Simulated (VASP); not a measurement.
Wanted: the native input for a VASP 6.6.1 run.

```yaml
Task: single point
Functional: PBE
Potentials_or_basis: VASP PAW PBE potentials, release 64 (Y_sv)
Cutoff: 520 eV
k_mesh: 12 × 12 × 12
Occupations: fermi-dirac, width 0.08 eV
Spin: no spin polarisation
Dipole_correction: no
Further_INCAR_settings: ALGO = Normal; EDIFF = 1e-06; NBANDS = 12
```

The structure of Y lies in POSCAR:

```
Y
1.0
    2.9811592474      0.0000000000      0.0000000000
    0.0000000000      2.9811592474      0.0000000000
    0.0000000000      0.0000000000      2.9811592474
Y
1
Direct
    0.0000000000      0.0000000000      0.0000000000
```

This cell differs from its parent crystal: volume scaled by 0.76.

These files were run (other wordings do the same):

INCAR

```
SYSTEM = Y
PREC     = Accurate       ! precision mode
ENCUT    = 520            ! plane-wave cutoff, eV
EDIFF    = 1E-6           ! SCF threshold, eV
ISMEAR   = -1             ! smearing method
SIGMA    = 0.08           ! smearing width, eV
LREAL    = .False.        ! projectors in reciprocal space
LASPH    = .True.         ! aspherical terms in the spheres
NELM     = 80             ! most SCF steps
ALGO     = Normal         ! electronic algorithm
ISIF     = 2              ! what is computed and relaxed
LWAVE    = .False.        ! write WAVECAR
LCHARG   = .False.        ! write CHGCAR
GGA      = PE             ! functional
NBANDS   = 12             ! bands
```

KPOINTS

```
Automatic mesh
0
Gamma
  12 12 12
  0 0 0
```

Potentials or basis: VASP PAW PBE potentials, release 64 (Y_sv).

Launch:

```sh
$ cat potpaw_PBE.64/Y_sv/POTCAR > POTCAR
$ mpirun -np 1 vasp_std > vasp.out
```

It gave:

The pressure is 11.0 GPa.

It took 13 s on 1 thread of Intel(R) Xeon(R) Platinum 8559C (Emerald Rapids), with other jobs on the host, peak memory 0.16 GiB.
